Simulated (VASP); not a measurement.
# PbO2 (P4_2/mnm) in VASP: settings compared

The runs below take PbO2 through single point, with PBEsol, LDA, r2SCAN, PBE.

Program: VASP 6.6.1. These are calculated values, not measurements. Logs are shortened: lines on timing, memory, paths and dates and some standing lists are left out, and cuts for length are marked.

### 1 The cell of the first run

The structure is tetragonal, space group P4_2/mnm (No. 136). Conventional cell: a = 4.995 Å, b = 4.995 Å, c = 3.409 Å, α = 90.00°, β = 90.00°, γ = 90.00°. Pb (site symmetry mmm) has 6 O at 2.17 to 2.18 Å within 2.9 Å. O (site symmetry m2m) has 3 Pb at 2.17 to 2.18 Å and 1 O at 2.72 Å within 2.9 Å.

### 2 Single point, PBEsol

INCAR reads:

```
PREC = Accurate ; ENCUT = 520
EDIFF = 1E-7 ; ISMEAR = -1
SIGMA = 0.03 ; LREAL = False
LASPH = True ; NELM = 60
ALGO = Normal ; ISIF = 2
LWAVE = False ; LCHARG = False
GGA = PS ; NBANDS = 35
```

KPOINTS reads:

```
Automatic mesh
0
Gamma
  4 4 5
```

POSCAR reads:

```
PbO2
1.0
    4.9949598700      0.0000000000      0.0000000000
    0.0000000000      4.9949598700      0.0000000000
    0.0000000000      0.0000000000      3.4090009600
Pb O
2 4
Direct
    0.5000000000      0.5000000000      0.5000000000
    0.0000000000      0.0000000000      0.0000000000
    0.6925710400      0.6925710400      0.0000000000
    0.8074289600      0.1925710400      0.5000000000
    0.1925710400      0.8074289600      0.5000000000
    0.3074289600      0.3074289600      0.0000000000
```

Potentials or basis: VASP PAW PBE potentials, release 64 (Pb_d, O).

The run is started by

```console
$ cat potpaw_PBE.64/Pb_d/POTCAR potpaw_PBE.64/O/POTCAR > POTCAR
$ mpirun -np 1 vasp_std > vasp.out
```

OUTCAR:

```text
PREC = Accurate
   ENCUT = 520
   EDIFF = 1E-7
   ISMEAR = -1
   LREAL = False
   LASPH = True
   NELM = 60
   ISIF = 2
   GGA = PS

 ion  position               nearest neighbor table
   1  0.500  0.500  0.500-   4 2.17   5 2.17   3 2.18   6 2.18   3 2.18   6 2.18   2 3.92   2 3.92
                             2 3.92   2 3.92   2 3.92   2 3.92   2 3.92   2 3.92
   2  0.000  0.000  0.000-   3 2.17   6 2.17   5 2.18   4 2.18   4 2.18   5 2.18   1 3.92   1 3.92
                             1 3.92   1 3.92   1 3.92   1 3.92   1 3.92   1 3.92
   3  0.693  0.693  0.000-   2 2.17   1 2.18   1 2.18
   4  0.807  0.193  0.500-   1 2.17   2 2.18   2 2.18
   5  0.193  0.807  0.500-   1 2.17   2 2.18   2 2.18
   6  0.307  0.307  0.000-   2 2.17   1 2.18   1 2.18

  LATTYP: Found a simple tetragonal cell.
 ALAT       =     4.9949598700
 C/A-ratio  =     0.6824881578

  Lattice vectors:

 A1 = (   4.9949598700,   0.0000000000,   0.0000000000)
 A2 = (   0.0000000000,   4.9949598700,   0.0000000000)
 A3 = (   0.0000000000,   0.0000000000,   3.4090009600)

Analysis of symmetry for initial positions (statically):
=====================================================================
 Subroutine PRICEL returns:
 Original cell was already a primitive cell.

 Routine SETGRP: Setting up the symmetry group for a
 simple tetragonal supercell.

 Subroutine GETGRP returns: Found 16 space group operations
 (whereof  8 operations were pure point group operations)
 out of a pool of 16 trial point group operations.

The static configuration has the point symmetry D_2h.
 The point group associated with its full space group is D_4h.

Analysis of symmetry for dynamics (positions and initial velocities):
=====================================================================
 Subroutine PRICEL returns:
 Original cell was already a primitive cell.

 Routine SETGRP: Setting up the symmetry group for a
 simple tetragonal supercell.

 Subroutine GETGRP returns: Found 16 space group operations
 (whereof  8 operations were pure point group operations)
 out of a pool of 16 trial point group operations.

The dynamic configuration has the point symmetry D_2h.
 The point group associated with its full space group is D_4h.

 Subroutine INISYM returns: Found 16 space group operations
 (whereof  8 operations are pure point group operations),
 and found     1 'primitive' translations

----------------------------------------------------------------------------------------

                                     Primitive cell

  volume of cell :      85.0533

  direct lattice vectors                    reciprocal lattice vectors
     4.994959870  0.000000000  0.000000000     0.200201809  0.000000000  0.000000000
     0.000000000  4.994959870  0.000000000     0.000000000  0.200201809  0.000000000
     0.000000000  0.000000000  3.409000960     0.000000000  0.000000000  0.293341073

  length of vectors
     4.994959870  4.994959870  3.409000960     0.200201809  0.200201809  0.293341073

  position of ions in fractional coordinates (direct lattice)
     0.500000000  0.500000000  0.500000000
     0.000000000  0.000000000  0.000000000
     0.692571040  0.692571040  0.000000000
     0.807428960  0.192571040  0.500000000
     0.192571040  0.807428960  0.500000000
     0.307428960  0.307428960  0.000000000

  ion indices of the primitive-cell ions
   primitive index   ion index
                 1           1
                 2           2
                 3           3
                 4           4
                 5           5
                 6           6

----------------------------------------------------------------------------------------

 KPOINTS: Automatic mesh

Automatic generation of k-mesh.
 Grid dimensions read from file:
 generate k-points for:    4    4    5

 Generating k-lattice:

  Cartesian coordinates                     Fractional coordinates (reciprocal lattice)
     0.050050452  0.000000000  0.000000000     0.250000000  0.000000000  0.000000000
     0.000000000  0.050050452  0.000000000     0.000000000  0.250000000  0.000000000
     0.000000000  0.000000000  0.058668215     0.000000000  0.000000000  0.200000000

  Length of vectors
     0.050050452  0.050050452  0.058668215

  Shift w.r.t. Gamma in fractional coordinates (k-lattice)
     0.000000000  0.000000000  0.000000000

 Subroutine IBZKPT returns following result:
 ===========================================

 Found     18 irreducible k-points:

 Following reciprocal coordinates:
            Coordinates               Weight
  0.000000  0.000000  0.000000      1.000000
  0.250000  0.000000  0.000000      4.000000
  0.500000  0.000000  0.000000      2.000000
  0.250000  0.250000  0.000000      4.000000
  0.500000  0.250000  0.000000      4.000000
  0.500000  0.500000  0.000000      1.000000
[... 10 lines left out ...]
  0.500000  0.250000  0.400000      8.000000
  0.500000  0.500000  0.400000      2.000000
   k-points           NKPTS =     18   k-points in BZ     NKDIM =     18   number of bands    NBANDS=     35
   number of dos      NEDOS =    301   number of ions     NIONS =      6
   total plane-waves  NPLWV =  44800
   dimension x,y,z NGX =    40 NGY =   40 NGZ =   28
   dimension x,y,z NGXF=    80 NGYF=   80 NGZF=   56
   ions per type =               2   4
   NGX,Y,Z   is equivalent  to a cutoff of  13.31, 13.31, 13.65 a.u.
   NGXF,Y,Z  is equivalent  to a cutoff of  26.63, 26.63, 27.31 a.u.
 SYSTEM =  unknown system
   PREC   = accura    normal or accurate (medium, high low for compatibility)
   ISTART =      0    job   : 0-new  1-cont  2-samecut
   ICHARG =      2    charge: 1-file 2-atom 10-const
   ISPIN  =      1    spin polarized calculation?
   LNONCOLLINEAR =      F non collinear calculations
   LSORBIT =      F    spin-orbit coupling
   LASPH  =      T    aspherical Exc in radial PAW
   ENCUT  =  520.0 eV  38.22 Ry    6.18 a.u.   9.29  9.29  6.34*2*pi/ulx,y,z
   NELM   =     60;   NELMIN=  2; NELMDL= -5     # of ELM steps
   EDIFF  = 0.1E-06   stopping-criterion for ELM
   LREAL  =      F    real-space projection
   EDIFFG = 0.1E-05   stopping-criterion for IOM
   NSW    =      0    number of steps for IOM
   IBRION =     -1    ionic relax: 0-MD 1-quasi-New 2-CG
   NFREE  =      0    steps in history (QN), initial steepest desc. (CG)
   ISIF   =      2    stress and relaxation
   ISYM   =      2    0-nonsym 1-usesym 2-fastsym
   POTIM  = 0.5000    time-step for ionic-motion
   TEBEG  =    0.0;   TEEND  =   0.0 temperature during run
   PSTRESS=    0.0 pullay stress
   NELECT =      52.0000    total number of electrons
   NUPDOWN=      -1.0000    fix difference up-down
   EMIN   =  10.00;   EMAX   =-10.00  energy-range for DOS
   EFERMI =   0.00;   METHOD = LEGACY
   ISMEAR =    -1;   SIGMA  =   0.03  broadening in eV -4-tet -1-fermi 0-gaus
   EFERMI_NEDOS =   21; number of points for ismear=-14 and -15
   IALGO  =     38    algorithm
   IMIX   =      4    mixing-type and parameters
     AMIX     =   0.40;   BMIX     =  1.00
     AMIX_MAG =   1.60;   BMIX_MAG =  1.00
  volume/ion in A,a.u.               =      14.18        95.66
  Fermi-wavevector in a.u.,A,eV,Ry     =   1.389458  2.625696 26.267337  1.930595
  Thomas-Fermi vector in A             =   2.513487
   LORBIT       =      0    0 simple, 1 ext, 2 COOP (PROOUT), +10 PAW based schemes
   GGA     = PS    functional components
   LHFCALC =     F    Hartree Fock is set to
   AEXX    =    0.0000 exact exchange contribution
   IVDW    =     0    specifies the selected vdW correction
   LEPSILON=     F    determine dielectric tensor
   LRPA    =     F    only Hartree local field effects (RPA)
 non-spin polarized calculation
  energy-cutoff  :      520.00
  volume of cell :       85.05
 maximum number of plane-waves:      2308
 NGX is ok and might be reduce to    40
   NGX = 19   NGY = 19   NGZ = 13

 number of electron      52.0000009 magnetization

 Free energy of the ion-electron system (eV)
  ---------------------------------------------------
  ext. energy  EPLUGINS =         0.00000000
  ---------------------------------------------------
  free energy    TOTEN  =       -34.07528601 eV

  energy without entropy =      -34.07487222  energy(sigma->0) =      -34.07507911

 E-fermi :   4.0620     XC(G=0): -10.8770

 val. band max:        3.9226267314   @ k =   0.2500   0.0000   0.0000
 cond. band min:       4.1477933626   @ k =   0.0000   0.0000   0.0000
 fundamental gap:      0.2251666312
 Fermi energy:         4.0620300446

 k-point     1 :       0.0000    0.0000    0.0000
  band No.  band energies     occupation
      1     -14.1572      2.00000
      2     -14.0379      2.00000
      3     -12.3655      2.00000
      4     -12.3655      2.00000
      5     -11.4397      2.00000
      6     -11.2380      2.00000
[... 27 lines left out ...]
     34      14.9647      0.00000
     35      15.7243      0.00000

 k-point     2 :       0.2500    0.0000    0.0000
  band No.  band energies     occupation
      1     -14.0012      2.00000
      2     -13.9380      2.00000
      3     -12.8163      2.00000
      4     -12.6838      2.00000
      5     -11.1957      2.00000
      6     -11.1953      2.00000
[... 27 lines left out ...]
     34      15.6321      0.00000
     35      15.7560      0.00000

 k-point     3 :       0.5000    0.0000    0.0000
  band No.  band energies     occupation
      1     -13.7654      2.00000
      2     -13.7654      2.00000
      3     -13.1229      2.00000
      4     -13.1229      2.00000
      5     -11.1875      2.00000
      6     -11.1875      2.00000
[... 27 lines left out ...]
     34      15.6162      0.00000
     35      16.0365      0.00000
[... 495 lines left out ...]
 k-point    17 :       0.5000    0.2500    0.4000
  band No.  band energies     occupation
      1     -13.7651      2.00000
      2     -13.7651      2.00000
      3     -13.0658      2.00000
      4     -13.0658      2.00000
      5     -11.0348      2.00000
      6     -11.0348      2.00000
[... 27 lines left out ...]
     34      14.5128      0.00000
     35      16.3648      0.00000

 k-point    18 :       0.5000    0.5000    0.4000
  band No.  band energies     occupation
      1     -13.5684      2.00000
      2     -13.5684      2.00000
      3     -13.3712      2.00000
      4     -13.3712      2.00000
      5     -11.0059      2.00000
      6     -11.0059      2.00000
[... 27 lines left out ...]
     34      13.7177      0.00000
     35      16.9333      0.00000

------------------------ aborting loop because EDIFF is reached ----------------------------------------

  FORCE on cell =-STRESS in cart. coord.  units (eV):
  Direction    XX          YY          ZZ          XY          YZ          ZX
  --------------------------------------------------------------------------------------
  -------------------------------------------------------------------------------------
  Total        0.1838809      0.1838809      0.3775113      0.0000000      0.0000000      0.0000000
  in kB        3.4638254      3.4638254      7.1113060      0.0000000      0.0000000      0.0000000
  external PRESSURE =       4.6796523 kB  Pullay stress =       0.0000000 kB

 VOLUME and BASIS-vectors are now :
 -----------------------------------------------------------------------------
  energy-cutoff  :      520.00
  volume of cell :       85.05
      direct lattice vectors                 reciprocal lattice vectors
     4.994959870  0.000000000  0.000000000     0.200201809  0.000000000  0.000000000
     0.000000000  4.994959870  0.000000000     0.000000000  0.200201809  0.000000000
     0.000000000  0.000000000  3.409000960     0.000000000  0.000000000  0.293341073

 POSITION                                       TOTAL-FORCE (eV/Angst)
 -----------------------------------------------------------------------------------
      2.49748      2.49748      1.70450         0.000000      0.000000     -0.000000
      0.00000      0.00000      0.00000         0.000000      0.000000     -0.000000
      3.45936      3.45936      0.00000        -0.003034     -0.003034     -0.000000
      4.03308      0.96188      1.70450         0.003034     -0.003034     -0.000000
      0.96188      4.03308      1.70450        -0.003034      0.003034      0.000000
      1.53560      1.53560      0.00000         0.003034      0.003034      0.000000
 -----------------------------------------------------------------------------------
    total drift:                                0.000000      0.000000      0.000000

  FREE ENERGIE OF THE ION-ELECTRON SYSTEM (eV)
  ---------------------------------------------------
  free  energy   TOTEN  =       -34.0752860091 eV

  energy  without entropy=      -34.0748722184  energy(sigma->0) =      -34.07507911
```

Wall time 86 s (1 thread of AMD EPYC 7R43 (Zen 3), shared host); peak memory 0.18 GiB.

Results:

```yaml
Free_energy: -34.0753 eV
Pressure: 0.5 GPa
Largest_force: 0.004 eV/Å
Band_gap_on_the_k_mesh: 0.23 eV, indirect (least direct gap 0.69 eV)
```

Forces in eV/Å, atoms in the order of the input:
```
Pb   0.000  0.000  0.000
Pb   0.000  0.000  0.000
O   -0.003 -0.003  0.000
O    0.003 -0.003  0.000
O   -0.003  0.003  0.000
O    0.003  0.003  0.000
```

Stress tensor (GPa, compression positive):
```
0.35 0.00 0.00
0.00 0.35 0.00
0.00 0.00 0.71
```

Caveat: the PAW data sets were made with another functional, which shifts forces and pressure a little; spin-orbit coupling is left out, which moves the levels of the heavy elements.

### 3 Single point, LDA

INCAR reads:

```
  PREC = Accurate
  ENCUT = 520
  EDIFF = 1E-6
  ISMEAR = -1
  SIGMA = 0.05
  LREAL = F
  LASPH = T
  NELM = 60
  ALGO = Normal
  ISIF = 2
  LWAVE = F
  LCHARG = F
  GGA = CA
  NBANDS = 35
```

KPOINTS reads:

```
Automatic mesh
0
Gamma
  6 6 8
```

POSCAR is that of step 2.

Potentials or basis: VASP PAW LDA potentials, release 64 (Pb_d, O).

The run is started by

```console
$ cat potpaw_LDA.64/Pb_d/POTCAR potpaw_LDA.64/O/POTCAR > POTCAR
$ mpirun -np 1 vasp_std > vasp.out
```

Run time: 1.8 min. Hardware: 1 thread of Intel Xeon Platinum 8259CL at 2.50GHz (Skylake/Cascade Lake), shared host; peak memory 0.24 GiB.

Results (log left out):

* Free energy: -36.6312 eV
* Pressure: -3.6 GPa
* Largest force: 0.040 eV/Å

Forces on the atoms (eV/Å):
```
Pb   0.000  0.000  0.000
Pb   0.000  0.000  0.000
O   -0.028 -0.028  0.000
O    0.028 -0.028  0.000
O   -0.028  0.028  0.000
O    0.028  0.028  0.000
```

Stress tensor (GPa, compression positive):
```
-3.45  0.00  0.00
 0.00 -3.45  0.00
 0.00  0.00 -3.89
```

Levels at points of the mesh, in eV from the Fermi level:
| k point | band 24 | band 25 | band 26 | band 27 | band 28 | band 29 |
| --- | --- | --- | --- | --- | --- | --- |
| (0.00, 0.00, 0.00) | -0.68 | -0.66 | -0.66 | 0.05 | 4.07 | 5.60 |
| (0.50, 0.00, 0.00) | -0.72 | -0.44 | -0.44 | 2.30 | 2.30 | 6.20 |
| (0.50, 0.50, 0.00) | -0.74 | -0.53 | -0.53 | 2.69 | 2.69 | 6.51 |
| (0.00, 0.00, 0.50) | -1.19 | -0.84 | -0.84 | 3.60 | 3.60 | 8.59 |
| (0.50, 0.00, 0.50) | -0.84 | -0.28 | -0.28 | 3.91 | 3.91 | 7.07 |
| (0.50, 0.50, 0.50) | -0.73 | -0.57 | -0.57 | 2.67 | 2.67 | 8.01 |

Caveat: spin-orbit coupling is left out, which moves the levels of the heavy elements.

(Part 1 of 2 ends here.)
